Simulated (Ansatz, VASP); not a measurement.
# TiCo in VASP and in Ansatz

Contents of INCAR:

```
SYSTEM = TiCo
PREC = Accurate
ENCUT = 520
EDIFF = 1E-6
ISMEAR = 0
SIGMA = 0.1
LREAL = .FALSE.
LASPH = .TRUE.
NELM = 150
ALGO = Normal
ISIF = 2
LWAVE = .FALSE.
LCHARG = .TRUE.
ISPIN = 2
MAGMOM = 0 3
LORBIT = 11
LMAXMIX = 4
GGA = PE
LELF = .TRUE.
LVHAR = .TRUE.
NBANDS = 22
```

File KPOINTS:

```
regular mesh
0
G
  12 12 4
  0 0 0
```

POSCAR

```
TiCo
1.0
    2.4667243500      0.0000000000      0.0000000000
   -1.2333621700      2.1362459500      0.0000000000
    0.0000000000      0.0000000000      4.7417074000
Ti Co
1 1
Direct
    0.0000000000      0.0000000000      0.0000000000
    0.0000000000      0.0000000000      0.5000000000
```

Input for Ansatz:

```yaml
crystal:
  lattice:
    - [2.46672435, 0.0, 0.0]
    - [-1.23336217, 2.13624595, 0.0]
    - [0.0, 0.0, 4.7417074]
  atoms:
    - { symbol: Ti, position: [0.0, 0.0, 0.0] }
    - { symbol: Co, position: [0.0, 0.0, 0.5], spin: 3.0 }
basis:
  ecutwfc: 420
kpoints:
  mp_grid: { grid: [12, 12, 4] }
hamiltonian:
  xc: pbe
scf:
  occupations: { method: gaussian, width: 0.1 }
  lower_state_search: "off"
output:
  forces: true
  stress: true
  eigenvalues: true
  populations: true
magnetization:
  spin_polarized: true
```

Alike in both runs: task single point; functional PBE; k mesh 12 × 12 × 4; occupations gaussian, width 0.1 eV; collinear spin.

```csv
,VASP,Ansatz
version,VASP 6.6.1,Ansatz 0.2.0
potentials or method,"VASP PAW PBE potentials, release 64 (Ti_sv, Co), cutoff 520 eV","scalar-relativistic, plane waves, PAW"
valence electrons in the cell,21,29
```

Ansatz gave:

| Item | Value |
| --- | --- |
| gap on the k mesh at the Fermi level (eV) | none |
| pressure (GPa) | 16.5 |
| traceless stress, the component that is largest in VASP (GPa) | -24.76 |
| net moment per atom (μB) | 0.24 |
| size of the moment on the site where the two differ most (μB) | 0.54 |

**Question.** Which values does VASP return?

**Answer.** gap on the k mesh at the Fermi level (eV): none; pressure (GPa): 15.9; traceless stress, the component that is largest in VASP (GPa): -24.84; net moment per atom (μB): 0.24; size of the moment on the site where the two differ most (μB): 0.53.

Site moments also hang on the region over which each program counts them. A gap of «none» marks a metal or a gap that the smearing closes. With one functional, cell and mesh, what is left measures potentials, basis and numerics. VASP's potentials hold 21 valence electrons a cell and Ansatz's 29, so a difference there can come from the potentials and not from the codes.
